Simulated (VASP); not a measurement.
# HfO2: single point with r2SCAN

Crystal: HfO2.

```
CELL_PARAMETERS angstrom
3.68413 0.00000 0.00000
0.00000 3.68413 0.00000
0.00000 0.00000 5.14401
ATOMIC_POSITIONS crystal
Hf 0.50000 0.50000 0.50000
Hf 0.00000 0.00000 0.00000
O 0.00000 0.50000 0.69200
O 0.50000 0.00000 0.80800
O 0.50000 0.00000 0.30800
O 0.00000 0.50000 0.19200
```

```json
{
 "Program": "VASP 6.6.1",
 "Task": "single point",
 "Functional": "r2SCAN",
 "Potentials or basis": "VASP PAW PBE potentials, release 64 (Hf_pv, O)",
 "Cutoff": "520 eV",
 "k mesh": "6 × 6 × 6",
 "Occupations": "gaussian, width 0.02 eV",
 "Spin": "no spin polarisation",
 "Dipole correction": "no",
 "Further INCAR settings": "ALGO = Normal; EDIFF = 1e-06; NBANDS = 31"
}
```

```
Pressure               : -14.3 GPa
Largest force          : 0.070 eV/Å
Band gap on the k mesh : 4.63 eV, indirect (least direct gap 4.70 eV)
```

Forces on the atoms (eV/Å):
```
Hf   0.000  0.000  0.000
Hf   0.000  0.000  0.000
O    0.000  0.000 -0.070
O    0.000  0.000  0.070
O    0.000  0.000  0.070
O    0.000  0.000 -0.070
```

Stress tensor (GPa, compression positive):
```
-20.09   0.00   0.00
  0.00 -20.09   0.00
  0.00   0.00  -2.85
```

Levels at points of the mesh, in eV from the valence-band top:
| k point | band 19 | band 20 | band 21 | band 22 | band 23 | band 24 | band 25 | band 26 |
| --- | --- | --- | --- | --- | --- | --- | --- | --- |
| (0.00, 0.00, 0.00) | -0.64 | -0.46 | -0.46 | -0.07 | 4.63 | 4.77 | 5.67 | 6.09 |
| (0.50, 0.00, 0.00) | -1.65 | -1.65 | -0.11 | -0.11 | 4.96 | 4.96 | 6.12 | 6.12 |
| (0.50, 0.50, 0.00) | -0.98 | -0.98 | -0.55 | -0.55 | 5.60 | 5.60 | 6.32 | 6.32 |
| (0.00, 0.00, 0.50) | -1.07 | -1.07 | -0.37 | -0.37 | 5.29 | 5.29 | 5.75 | 5.75 |
| (0.50, 0.00, 0.50) | -1.67 | -1.67 | -1.16 | -1.16 | 5.19 | 5.19 | 5.73 | 5.73 |
| (0.50, 0.50, 0.50) | -1.91 | -1.91 | -0.50 | -0.50 | 5.71 | 5.71 | 6.54 | 6.54 |

Wall time 3.1 min on 1 thread of Intel(R) Xeon(R) Platinum 8559C (Emerald Rapids), on a shared host, peak memory 0.22 GiB.

Caveat: the PAW data sets were made with another functional, which shifts forces and pressure a little; spin-orbit coupling is left out, which moves the levels of the heavy elements. A k mesh can miss the band edges.
